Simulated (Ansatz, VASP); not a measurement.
GaSb: VASP beside Ansatz

```xyz
4
Lattice="3.9814 0.0000 0.0000 -1.9907 3.4480 0.0000 0.0000 0.0000 6.9477" Properties=species:S:1:pos:R:3 pbc="T T T"
Ga    0.0000    0.0000    0.0000
Ga    0.0000    0.0000    3.4738
Sb    0.0000    2.2987    1.7369
Sb    1.9907    1.1493    5.2107
```

Alike in both runs: task single point; functional HSE06; k mesh 6 × 6 × 2; occupations fermi-dirac, width 0.02 eV; no spin polarisation.

|  | VASP | Ansatz |
| --- | --- | --- |
| version | VASP 6.6.1 | Ansatz 0.2.0 |
| potentials or method | VASP PAW PBE potentials, release 64 (Ga_d, Sb) | plane waves, PAW |
| plane-wave cutoff (eV) | 520 | 420 |
| valence electrons in the cell | 36 | 56 |

```tsv
	VASP	Ansatz	Ansatz less VASP
pressure (GPa)	-1.1	-0.6	+0.51
traceless stress, the component that is largest in VASP (GPa)	0.01	0.13	+0.117
```

With one functional, cell and mesh, what is left measures potentials, basis and numerics. VASP's potentials hold 36 valence electrons a cell and Ansatz's 56, so a difference there can come from the potentials and not from the codes. Ansatz's warnings: filled band counts differ across k points, stress exchange threshold loose, stress scf threshold loose.

The k mesh is coarse, so the values compare programs but aren't converged. Spin-orbit coupling is off throughout.
